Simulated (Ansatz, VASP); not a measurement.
**AgCl in VASP and in Ansatz**

```xyz
4
Lattice="3.5300 0.0000 0.0000 0.0000 4.0110 0.0000 -0.9726 0.0000 5.1520" Properties=species:S:1:pos:R:3 pbc="T T T"
Ag    0.3500    1.0028    1.0819
Ag    2.2075    3.0083    4.0701
Cl    0.4016    1.0028    3.6322
Cl    2.1559    3.0083    1.5198
```

Alike in both runs: task single point; functional PBEsol; k mesh 2 × 2 × 2; no spin polarisation.

|  | VASP | Ansatz |
| --- | --- | --- |
| version | VASP 6.6.1 | Ansatz 0.2.0 |
| potentials or method | VASP PAW PBE potentials, release 64 (Ag, Cl), cutoff 520 eV | plane waves, PAW |
| occupations | gaussian, width 0.01 eV | fixed |
| valence electrons in the cell | 36 | 52 |

|  | VASP | Ansatz | Ansatz less VASP |
| --- | --- | --- | --- |
| pressure (GPa) | 6.7 | 6.8 | +0.12 |
| traceless stress, the component that is largest in VASP (GPa) | 4.63 | 4.63 | -0.002 |

VASP's potentials were made for PBE, not for PBEsol. VASP's potentials hold 36 valence electrons a cell and Ansatz's 52, so a difference there can come from the potentials and not from the codes.

The k mesh is coarse, so the values compare programs but aren't converged.
